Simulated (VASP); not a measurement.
Here is a VASP 6.6.1 calculation.

File INCAR:

```
SYSTEM = Hf
  PREC = Accurate
  ENCUT = 520
  EDIFF = 1E-7
  ISMEAR = 0
  SIGMA = 0.05
  LREAL = .FALSE.
  LASPH = .TRUE.
  NELM = 100
  ALGO = Normal
  ISIF = 2
  LWAVE = .FALSE.
  LCHARG = .FALSE.
  GGA = PS
  NBANDS = 17
```

KPOINTS

```
regular mesh
0
G
  17 17 9
  0 0 0
```

Contents of POSCAR:

```
Hf
1.0
    3.1594898893      0.0000000000      0.0000000000
   -1.5797449446      2.7361985071      0.0000000000
    0.0000000000      0.0000000000      4.9989294581
Hf
2
Direct
    0.3333333333      0.6666666667      0.2500000000
    0.6666666667      0.3333333333      0.7500000000
```

Potentials or basis: VASP PAW PBE potentials, release 64 (Hf_pv).

Launch:

```bash
$ cat potpaw_PBE.64/Hf_pv/POTCAR > POTCAR
$ mpirun -np 1 vasp_std > vasp.out
```

Question: What does it give for the band gap on the k mesh?

Answer: Zero (band 10 reaches 6.18 eV, above the bottom of band 11 at 4.68 eV).

Question: Predict the pressure.

Answer: -0.4 GPa.

Stress tensor (GPa, compression positive):
```
-0.34  0.00  0.00
 0.00 -0.34  0.00
 0.00  0.00 -0.43
```

Caveat: the PAW data sets were made with another functional, which shifts forces and pressure a little; spin-orbit coupling is left out, which moves the levels of the heavy elements.
